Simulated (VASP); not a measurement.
Input of a VASP 6.6.1 run:

INCAR

```
PREC = Accurate ; ENCUT = 750
EDIFF = 1E-6 ; ISMEAR = 0
SIGMA = 0.1 ; LREAL = F
LASPH = T ; NELM = 120
ALGO = Normal ; ISIF = 2
LWAVE = F ; LCHARG = F
GGA = PE ; NBANDS = 20
GGA_COMPAT = F
```

The input KPOINTS:

```
regular mesh
0
Gamma
  14 14 12
```

Contents of POSCAR:

```
LiHfO2
1.0
    3.1289096671      0.0000000000      0.0000000000
    0.0000000000      3.1289096671      0.0000000000
    0.0000000000      0.0000000000      4.2183197686
Li Hf O
1 1 2
Direct
    0.0000000000      0.0000000000      0.0000000000
    0.5000000000      0.5000000000      0.5000000000
    0.0000000000      0.0000000000      0.5000000000
    0.5000000000      0.5000000000      0.0000000000
```

Potentials or basis: VASP PAW PBE potentials, release 64 (Li_sv, Hf_pv, O).

Run with:

```sh
$ cat potpaw_PBE.64/Li_sv/POTCAR potpaw_PBE.64/Hf_pv/POTCAR potpaw_PBE.64/O/POTCAR > POTCAR
$ mpirun -np 1 vasp_std > vasp.out
```

**Question.** What does it give for the pressure?

**Answer.** -2.3 GPa.

**Question.** Estimate the band gap on the k mesh.

**Answer.** Zero (an odd number of electrons rules out a gap without spin polarisation).

Stress tensor (GPa, compression positive):
```
-2.24  0.00  0.00
 0.00 -2.24  0.00
 0.00  0.00 -2.49
```

Caveat: spin-orbit coupling is left out, which moves the levels of the heavy elements; an odd number of electrons without spin polarisation forces a metal; a magnetic or distorted state may lie lower.
